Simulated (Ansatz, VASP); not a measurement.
# One calculation of Ru, two programs

```
CELL_PARAMETERS angstrom
2.72074 0.00000 0.00000
-1.36037 2.35623 0.00000
0.00000 0.00000 24.59210
ATOMIC_POSITIONS crystal
Ru 0.00000 0.00000 0.32802
Ru 0.33333 0.66667 0.41203
Ru 0.00000 0.00000 0.50000
Ru 0.33333 0.66667 0.58797
Ru 0.00000 0.00000 0.67198
```

Alike in both runs: functional PBE; k mesh 14 × 14 × 1; occupations fermi-dirac, width 0.08 eV; no spin polarisation.

Ansatz relaxed the structure, and its values are those at the end. VASP's run is a single point on that final structure, the one shown.

|  | VASP | Ansatz |
| --- | --- | --- |
| version | VASP 6.6.1 | Ansatz 0.2.0 |
| potentials or method | VASP PAW PBE potentials, release 64 (Ru_pv) | PAW with Ansatz's default frozen-core files, scalar-relativistic |
| plane-wave cutoff (eV) | 400 | 420 |
| valence electrons in the cell | 70 | 80 |

Ansatz gave:

| Item | Value |
| --- | --- |
| rms of the force components (eV/Å) | 0.001 |

Which values does VASP return?

rms of the force components (eV/Å): 0.007.

VASP's potentials hold 70 valence electrons a cell and Ansatz's 80, so a difference there can come from the potentials and not from the codes. Ansatz's warnings: stress scf threshold loose.
